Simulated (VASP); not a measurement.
# IrBrO (P4/nmm) in VASP: single point with r2SCAN

Aim: the single point of IrBrO with r2SCAN.

All numbers are computed with VASP 6.6.1; they aren't measurements. Logs are shortened: lines on timing, memory, paths and dates and some standing lists are left out, and cuts for length are marked.

## Step 1: The cell of the first run

It takes space group P4/nmm (No. 129, tetragonal). The conventional cell has a = 3.563 Å, b = 3.563 Å, c = 7.349 Å, α = 90.00°, β = 90.00°, γ = 90.00°. Within 2.8 Å of O (site symmetry -4m2) lie 4 Ir at 2.11 Å and 4 O at 2.52 Å. Br (site symmetry 4mm) has 6 Ir at 2.89 to 3.68 Å and 4 O at 3.11 Å and 8 Br at 3.38 to 3.56 Å within 3.8 Å. Within 2.8 Å of Ir (site symmetry 4mm) lie 4 O at 2.11 Å.

## Step 2: Single point, r2SCAN

POSCAR

```
IrBrO
1.0
    3.5629793500      0.0000000000      0.0000000000
    0.0000000000      3.5629793500      0.0000000000
    0.0000000000      0.0000000000      7.3493836300
O Br Ir
2 2 2
Direct
    0.0000000000      0.0000000000      0.0000000000
    0.5000000000      0.5000000000      0.0000000000
    0.0000000000      0.5000000000      0.6530000000
    0.5000000000      0.0000000000      0.3470000000
    0.0000000000      0.5000000000      0.1540000000
    0.5000000000      0.0000000000      0.8460000000
```

INCAR.step1

```
SYSTEM = IrBrO
PREC = Accurate ; ENCUT = 520
ISMEAR = -1 ; SIGMA = 0.084
LREAL = .FALSE. ; LASPH = .TRUE.
NELM = 100 ; NBANDS = 31
GGA = PE ; ALGO = Normal
EDIFF = 1E-4 ; LWAVE = .TRUE.
LCHARG = .FALSE.
```

INCAR.step2

```
SYSTEM = IrBrO
PREC = Accurate ; ENCUT = 520
EDIFF = 1E-6 ; ISMEAR = -1
SIGMA = 0.084 ; LREAL = .FALSE.
LASPH = .TRUE. ; NELM = 100
ALGO = Normal ; ISIF = 2
LWAVE = .FALSE. ; LCHARG = .FALSE.
METAGGA = R2SCAN ; LMIXTAU = .TRUE.
NBANDS = 31 ; ISTART = 1
```

KPOINTS

```
regular mesh
0
G
  9 9 5
  0 0 0
```

Potentials or basis: VASP PAW PBE potentials, release 64 (O, Br, Ir).

The run is started by

```console
cat potpaw_PBE.64/O/POTCAR potpaw_PBE.64/Br/POTCAR potpaw_PBE.64/Ir/POTCAR > POTCAR
cp INCAR.step1 INCAR
mpirun -np 1 vasp_std > vasp.out
cp INCAR.step2 INCAR
mpirun -np 1 vasp_std > vasp.out
```

OUTCAR:

```text
SYSTEM = IrBrO
   PREC = Accurate
   ENCUT = 520
   EDIFF = 1E-6
   ISMEAR = -1
   LREAL = .FALSE.
   LASPH = .TRUE.
   NELM = 100
   ISIF = 2
   METAGGA = R2SCAN
   ISTART = 1

 ion  position               nearest neighbor table
   1  0.000  0.000  0.000-   5 2.11   6 2.11   5 2.11   6 2.11
   2  0.500  0.500  0.000-   5 2.11   6 2.11   6 2.11   5 2.11
   3  0.000  0.500  0.653-   6 2.89   6 2.89   6 2.89   6 2.89
   4  0.500  0.000  0.347-   5 2.89   5 2.89   5 2.89   5 2.89
   5  0.000  0.500  0.154-   1 2.11   2 2.11   1 2.11   2 2.11   4 2.89   4 2.89   4 2.89   4 2.89
                             6 3.39   6 3.39   6 3.39   6 3.39
   6  0.500  0.000  0.846-   1 2.11   2 2.11   2 2.11   1 2.11   3 2.89   3 2.89   3 2.89   3 2.89
                             5 3.39   5 3.39   5 3.39   5 3.39

  LATTYP: Found a simple tetragonal cell.
 ALAT       =     3.5629793500
 C/A-ratio  =     2.0627073323

  Lattice vectors:

 A1 = (   3.5629793500,   0.0000000000,   0.0000000000)
 A2 = (   0.0000000000,   3.5629793500,   0.0000000000)
 A3 = (   0.0000000000,   0.0000000000,   7.3493836300)

Analysis of symmetry for initial positions (statically):
=====================================================================
 Subroutine PRICEL returns:
 Original cell was already a primitive cell.

 Routine SETGRP: Setting up the symmetry group for a
 simple tetragonal supercell.

 Subroutine GETGRP returns: Found 16 space group operations
 (whereof  8 operations were pure point group operations)
 out of a pool of 16 trial point group operations.

The static configuration has the point symmetry D_2d.
 The point group associated with its full space group is D_4h.

Analysis of symmetry for dynamics (positions and initial velocities):
=====================================================================
 Subroutine PRICEL returns:
 Original cell was already a primitive cell.

 Routine SETGRP: Setting up the symmetry group for a
 simple tetragonal supercell.

 Subroutine GETGRP returns: Found 16 space group operations
 (whereof  8 operations were pure point group operations)
 out of a pool of 16 trial point group operations.

The dynamic configuration has the point symmetry D_2d.
 The point group associated with its full space group is D_4h.

 Subroutine INISYM returns: Found 16 space group operations
 (whereof  8 operations are pure point group operations),
 and found     1 'primitive' translations

----------------------------------------------------------------------------------------

                                     Primitive cell

  volume of cell :      93.2991

  direct lattice vectors                    reciprocal lattice vectors
     3.562979350  0.000000000  0.000000000     0.280663990  0.000000000  0.000000000
     0.000000000  3.562979350  0.000000000     0.000000000  0.280663990  0.000000000
     0.000000000  0.000000000  7.349383630     0.000000000  0.000000000  0.136065832

  length of vectors
     3.562979350  3.562979350  7.349383630     0.280663990  0.280663990  0.136065832

  position of ions in fractional coordinates (direct lattice)
     0.000000000  0.000000000  0.000000000
     0.500000000  0.500000000  0.000000000
     0.000000000  0.500000000  0.653000000
     0.500000000  0.000000000  0.347000000
     0.000000000  0.500000000  0.154000000
     0.500000000  0.000000000  0.846000000

  ion indices of the primitive-cell ions
   primitive index   ion index
                 1           1
                 2           2
                 3           3
                 4           4
                 5           5
                 6           6

----------------------------------------------------------------------------------------

 KPOINTS: regular mesh

Automatic generation of k-mesh.
 Grid dimensions read from file:
 generate k-points for:    9    9    5

 Generating k-lattice:

  Cartesian coordinates                     Fractional coordinates (reciprocal lattice)
     0.031184888  0.000000000  0.000000000     0.111111111  0.000000000  0.000000000
     0.000000000  0.031184888  0.000000000     0.000000000  0.111111111  0.000000000
     0.000000000  0.000000000  0.027213166     0.000000000  0.000000000  0.200000000

  Length of vectors
     0.031184888  0.031184888  0.027213166

  Shift w.r.t. Gamma in fractional coordinates (k-lattice)
     0.000000000  0.000000000  0.000000000

 Subroutine IBZKPT returns following result:
 ===========================================

 Found     45 irreducible k-points:

 Following reciprocal coordinates:
            Coordinates               Weight
  0.000000  0.000000  0.000000      1.000000
  0.111111  0.000000  0.000000      4.000000
  0.222222  0.000000  0.000000      4.000000
  0.333333  0.000000  0.000000      4.000000
  0.444444  0.000000  0.000000      4.000000
  0.111111  0.111111  0.000000      4.000000
[... 16 lines left out ...]
  0.333333  0.111111  0.200000     16.000000
  0.444444  0.111111  0.200000     16.000000
 [... further k-points ...]
   k-points           NKPTS =     45   k-points in BZ     NKDIM =     45   number of bands    NBANDS=     31
   number of dos      NEDOS =    301   number of ions     NIONS =      6
   total plane-waves  NPLWV =  43904
   dimension x,y,z NGX =    28 NGY =   28 NGZ =   56
   dimension x,y,z NGXF=    56 NGYF=   56 NGZF=  112
   ions per type =               2   2   2
   NGX,Y,Z   is equivalent  to a cutoff of  13.06, 13.06, 12.67 a.u.
   NGXF,Y,Z  is equivalent  to a cutoff of  26.13, 26.13, 25.33 a.u.
 SYSTEM =  IrBrO
   PREC   = accura    normal or accurate (medium, high low for compatibility)
   ISTART =      1    job   : 0-new  1-cont  2-samecut
   ICHARG =      0    charge: 1-file 2-atom 10-const
   ISPIN  =      1    spin polarized calculation?
   LNONCOLLINEAR =      F non collinear calculations
   LSORBIT =      F    spin-orbit coupling
   LASPH  =      T    aspherical Exc in radial PAW
   ENCUT  =  520.0 eV  38.22 Ry    6.18 a.u.   6.62  6.62 13.66*2*pi/ulx,y,z
   NELM   =    100;   NELMIN=  2; NELMDL=  0     # of ELM steps
   EDIFF  = 0.1E-05   stopping-criterion for ELM
   LREAL  =      F    real-space projection
   EDIFFG = 0.1E-04   stopping-criterion for IOM
   NSW    =      0    number of steps for IOM
   IBRION =     -1    ionic relax: 0-MD 1-quasi-New 2-CG
   NFREE  =      0    steps in history (QN), initial steepest desc. (CG)
   ISIF   =      2    stress and relaxation
   ISYM   =      2    0-nonsym 1-usesym 2-fastsym
   POTIM  = 0.5000    time-step for ionic-motion
   TEBEG  =    0.0;   TEEND  =   0.0 temperature during run
   PSTRESS=    0.0 pullay stress
   NELECT =      44.0000    total number of electrons
   NUPDOWN=      -1.0000    fix difference up-down
   EMIN   =  10.00;   EMAX   =-10.00  energy-range for DOS
   EFERMI =   0.00;   METHOD = LEGACY
   ISMEAR =    -1;   SIGMA  =   0.08  broadening in eV -4-tet -1-fermi 0-gaus
   EFERMI_NEDOS =   21; number of points for ismear=-14 and -15
   IALGO  =     38    algorithm
   IMIX   =      4    mixing-type and parameters
     AMIX     =   0.40;   BMIX     =  1.00
     AMIX_MAG =   1.60;   BMIX_MAG =  1.00
  volume/ion in A,a.u.               =      15.55       104.94
  Fermi-wavevector in a.u.,A,eV,Ry     =   1.274285  2.408049 22.093169  1.623802
  Thomas-Fermi vector in A             =   2.407061
   LORBIT       =      0    0 simple, 1 ext, 2 COOP (PROOUT), +10 PAW based schemes
   METAGGA = R2SCAN    functional components
   LHFCALC =     F    Hartree Fock is set to
   AEXX    =    0.0000 exact exchange contribution
   IVDW    =     0    specifies the selected vdW correction
   LEPSILON=     F    determine dielectric tensor
   LRPA    =     F    only Hartree local field effects (RPA)
 non-spin polarized calculation
  energy-cutoff  :      520.00
  volume of cell :       93.30
 maximum number of plane-waves:      2532
 NGX is ok and might be reduce to    28
   NGX = 13   NGY = 13   NGZ = 27

 number of electron      44.0000006 magnetization

 Free energy of the ion-electron system (eV)
  ---------------------------------------------------
  ext. energy  EPLUGINS =         0.00000000
  ---------------------------------------------------
  free energy    TOTEN  =      -140.99361310 eV

  energy without entropy =     -140.93251036  energy(sigma->0) =     -140.96306173

 E-fermi :   5.7766     XC(G=0): -11.9719

 val. band max:        5.7722638633   @ k =   0.4444   0.3333   0.4000
 cond. band min:       5.7958488567   @ k =   0.3333   0.3333   0.4000
 fundamental gap:      0.0235849935
 Fermi energy:         5.7766253166

 k-point     1 :       0.0000    0.0000    0.0000
  band No.  band energies     occupation
      1     -16.8284      2.00000
      2     -15.1606      2.00000
      3     -11.1376      2.00000
      4     -10.4399      2.00000
      5      -2.8367      2.00000
      6      -2.8367      2.00000
[... 23 lines left out ...]
     30      13.7424      0.00000
     31      15.1620      0.00000

 k-point     2 :       0.1111    0.0000    0.0000
  band No.  band energies     occupation
      1     -16.7710      2.00000
      2     -15.2027      2.00000
      3     -11.0832      2.00000
      4     -10.4090      2.00000
      5      -2.7906      2.00000
      6      -2.7794      2.00000
[... 23 lines left out ...]
     30      14.1108      0.00000
     31      15.2200      0.00000

 k-point     3 :       0.2222    0.0000    0.0000
  band No.  band energies     occupation
      1     -16.6084      2.00000
      2     -15.3278      2.00000
      3     -10.9305      2.00000
      4     -10.3388      2.00000
      5      -2.6534      2.00000
      6      -2.6105      2.00000
[... 23 lines left out ...]
     30      14.6123      0.00000
     31      15.0223      0.00000

 k-point     4 :       0.3333    0.0000    0.0000
  band No.  band energies     occupation
      1     -16.3660      2.00000
      2     -15.5288      2.00000
      3     -10.7128      2.00000
      4     -10.2909      2.00000
      5      -2.4705      2.00000
      6      -2.3372      2.00000
[... 635 lines left out ...]
     30      14.2941      0.00000
     31      14.8839      0.00000

 k-point    23 :       0.3333    0.1111    0.2000
  band No.  band energies     occupation
      1     -16.3258      2.00000
      2     -15.5370      2.00000
      3     -10.6824      2.00000
      4     -10.2466      2.00000
      5      -2.7726      2.00000
      6      -2.2690      2.00000
[... 23 lines left out ...]
     30      14.6818      0.00000
     31      14.8731      0.00000

 k-point    24 :       0.4444    0.1111    0.2000
  band No.  band energies     occupation
      1     -16.0532      2.00000
      2     -15.7789      2.00000
      3     -10.4556      2.00000
      4     -10.2981      2.00000
      5      -2.4849      2.00000
      6      -2.1224      2.00000
[... 23 lines left out ...]
     30      14.4449      0.00000
     31      14.8884      0.00000

 [... further k-points ...]
[... 5 lines left out ...]
  --------------------------------------------------------------------------------------
  -------------------------------------------------------------------------------------
  Total        2.1598494      2.1598494      5.2081611      0.0000000      0.0000000      0.0000000
  in kB       37.0899743     37.0899743     89.4370501      0.0000000      0.0000000      0.0000000
  external PRESSURE =      54.5389995 kB  Pullay stress =       0.0000000 kB

 VOLUME and BASIS-vectors are now :
 -----------------------------------------------------------------------------
  energy-cutoff  :      520.00
  volume of cell :       93.30
      direct lattice vectors                 reciprocal lattice vectors
     3.562979350  0.000000000  0.000000000     0.280663990  0.000000000  0.000000000
     0.000000000  3.562979350  0.000000000     0.000000000  0.280663990  0.000000000
     0.000000000  0.000000000  7.349383630     0.000000000  0.000000000  0.136065832

 POSITION                                       TOTAL-FORCE (eV/Angst)
 -----------------------------------------------------------------------------------
      0.00000      0.00000      0.00000         0.000000     -0.000000      0.000000
      1.78149      1.78149      0.00000         0.000000      0.000000      0.000000
      0.00000      1.78149      4.79915         0.000000      0.000000      0.375396
      1.78149      0.00000      2.55024         0.000000     -0.000000     -0.375396
      0.00000      1.78149      1.13181         0.000000      0.000000      0.365852
      1.78149      0.00000      6.21758         0.000000      0.000000     -0.365852
 -----------------------------------------------------------------------------------
    total drift:                                0.000000      0.000000      0.000000

  FREE ENERGIE OF THE ION-ELECTRON SYSTEM (eV)
  ---------------------------------------------------
  free  energy   TOTEN  =      -140.9936131018 eV

  energy  without entropy=     -140.9325103612  energy(sigma->0) =     -140.96306173
```

It took 13 min on 1 thread of AMD EPYC 7R13, shared host; peak memory 0.26 GiB.

Results:

* Free energy: -140.9936 eV
* Pressure: 5.5 GPa
* Largest force: 0.375 eV/Å
* Band gap on the k mesh: zero (band 22 reaches 6.50 eV, above the bottom of band 23 at 5.77 eV)

Forces on the atoms (eV/Å):
```
O    0.000  0.000  0.000
O    0.000  0.000  0.000
Br   0.000  0.000  0.375
Br   0.000  0.000 -0.375
Ir   0.000  0.000  0.366
Ir   0.000  0.000 -0.366
```

Stress tensor (GPa, compression positive):
```
3.71 0.00 0.00
0.00 3.71 0.00
0.00 0.00 8.94
```

Caveat: the PAW data sets were made with another functional, which shifts forces and pressure a little; spin-orbit coupling is left out, which moves the levels of the heavy elements.
